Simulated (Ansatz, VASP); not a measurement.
**Two plane-wave programs on AlN**

POSCAR

```
AlN
1.0
    2.9668956864      0.0000000000      0.0000000000
   -1.4834478432      2.5694070348      0.0000000000
    0.0000000000      0.0000000000      5.0908338596
Al N
2 2
Direct
    0.6666666667      0.3333333333      0.5052198461
    0.3333333333      0.6666666667      1.0052198461
    0.6666666667      0.3333333333      0.8747801539
    0.3333333333      0.6666666667      0.3747801539
```

INCAR.step1

```
  PREC = Accurate
  ENCUT = 520
  ISMEAR = 0
  SIGMA = 0.02
  LREAL = F
  LASPH = T
  NELM = 100
  NBANDS = 16
  GGA = PE
  ALGO = Normal
  EDIFF = 1E-4
  LWAVE = T
  LCHARG = F
```

File INCAR.step2:

```
  PREC = Accurate
  ENCUT = 520
  EDIFF = 1E-6
  ISMEAR = 0
  SIGMA = 0.02
  LREAL = F
  LASPH = T
  NELM = 100
  ALGO = Normal
  ISIF = 2
  LWAVE = F
  LCHARG = F
  METAGGA = R2SCAN
  LMIXTAU = T
  NBANDS = 16
  ISTART = 1
```

Contents of KPOINTS:

```
Automatic mesh
0
Gamma
  12 12 6
```

Input for Ansatz:

```yaml
crystal:
  lattice:
    - [2.9668956864, 0.0, 0.0]
    - [-1.4834478432, 2.5694070348, 0.0]
    - [0.0, 0.0, 5.0908338596]
  atoms:
    - { symbol: Al, position: [0.6666666667, 0.3333333333, 0.5052198461] }
    - { symbol: Al, position: [0.3333333333, 0.6666666667, 1.0052198461] }
    - { symbol: "N", position: [0.6666666667, 0.3333333333, 0.8747801539] }
    - { symbol: "N", position: [0.3333333333, 0.6666666667, 0.3747801539] }
basis:
  ecutwfc: 500
kpoints:
  mp_grid: { grid: [12, 12, 6] }
  band_path: { path: [VBM, CBM], npoints: 2 }
hamiltonian:
  xc: r2scan
scf:
  occupations: { method: gaussian, width: 0.02 }
output:
  forces: true
  stress: true
  eigenvalues: true
checkpoint:
  read: start.run
  write: ck
  compress: false
  write_wavefunctions: false
  write_every: 100000
```

Alike in both runs: task single point; functional r2SCAN; k mesh 12 × 12 × 6; occupations gaussian, width 0.02 eV; no spin polarisation.

|  | VASP | Ansatz |
| --- | --- | --- |
| version | VASP 6.6.1 | Ansatz 0.2.0 |
| potentials or method | VASP PAW PBE potentials, release 64 (Al, N), cutoff 520 eV | scalar-relativistic, plane waves, PAW |
| valence electrons in the cell | 16 | 16 |

|  | VASP | Ansatz | Ansatz less VASP |
| --- | --- | --- | --- |
| gap on the k mesh at the Fermi level (eV) | 5.30 | 5.31 | +0.013 |
| least direct gap on the mesh (eV) | 5.38 | 5.34 | -0.042 |
| pressure (GPa) | 17.2 | 17.5 | +0.30 |
| traceless stress, the component that is largest in VASP (GPa) | -17.72 | -17.52 | +0.199 |
| rms of the force components (eV/Å) | 0.004 | 0.000 | -0.0039 |

VASP's potentials were made for PBE, not for r2SCAN. Atom by atom the forces differ by 0.004 eV/Å (rms over components). The functional is the same, so the differences come from potentials, cutoffs and numerics.
